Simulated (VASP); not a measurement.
A run of VASP 6.6.1 is set up as follows.

Contents of POSCAR:

```
YN
1.0
    0.0000000000      2.4480479766      2.4480479766
    2.4480479766      0.0000000000      2.4480479766
    2.4480479766      2.4480479766      0.0000000000
Y N
1 1
Direct
    0.0000000000      0.0000000000      0.0000000000
    0.5000000000      0.5000000000      0.5000000000
```

Contents of INCAR.step1:

```
PREC     = Accurate       # precision mode
ENCUT    = 660            # plane-wave cutoff, eV
ISMEAR   = 0              # smearing method
SIGMA    = 0.01           # smearing width, eV
LREAL    = False          # projectors in reciprocal space
LASPH    = True           # aspherical terms in the spheres
NELM     = 120            # most SCF steps
NBANDS   = 15             # bands
GGA      = PE             # functional
ALGO     = Normal         # electronic algorithm
EDIFF    = 1E-5           # SCF threshold, eV
LWAVE    = True           # write WAVECAR
LCHARG   = False          # write CHGCAR
GGA_COMPAT= False
```

Contents of INCAR.step2:

```
PREC     = Accurate       # precision mode
ENCUT    = 660            # plane-wave cutoff, eV
EDIFF    = 1E-6           # SCF threshold, eV
ISMEAR   = 0              # smearing method
SIGMA    = 0.01           # smearing width, eV
LREAL    = False          # projectors in reciprocal space
LASPH    = True           # aspherical terms in the spheres
NELM     = 120            # most SCF steps
ALGO     = Normal         # electronic algorithm
ISIF     = 2              # what is computed and relaxed
LWAVE    = False          # write WAVECAR
LCHARG   = False          # write CHGCAR
METAGGA  = R2SCAN         # meta-GGA
LMIXTAU  = True         
NBANDS   = 15             # bands
ISTART   = 1            
GGA_COMPAT= False
```

KPOINTS

```
Automatic mesh
0
Gamma
  8 8 8
```

Potentials or basis: VASP PAW PBE potentials, release 64 (Y_sv, N).

Run with:

```bash
$ cat potpaw_PBE.64/Y_sv/POTCAR potpaw_PBE.64/N/POTCAR > POTCAR
$ cp INCAR.step1 INCAR
$ mpirun -np 1 vasp_std > vasp.out
$ cp INCAR.step2 INCAR
$ mpirun -np 1 vasp_std > vasp.out
```

Question: What does it give for the band gap on the k mesh?

Answer: 0.59 eV (least direct gap 1.00 eV).

Question: Estimate the pressure.

Answer: 0.2 GPa.

Caveat: semilocal functionals underestimate gaps, and a narrow one can read as zero; the PAW data sets were made with another functional, which shifts forces and pressure a little. r2SCAN opens gaps a little over a GGA but as a rule still falls short of measured ones.
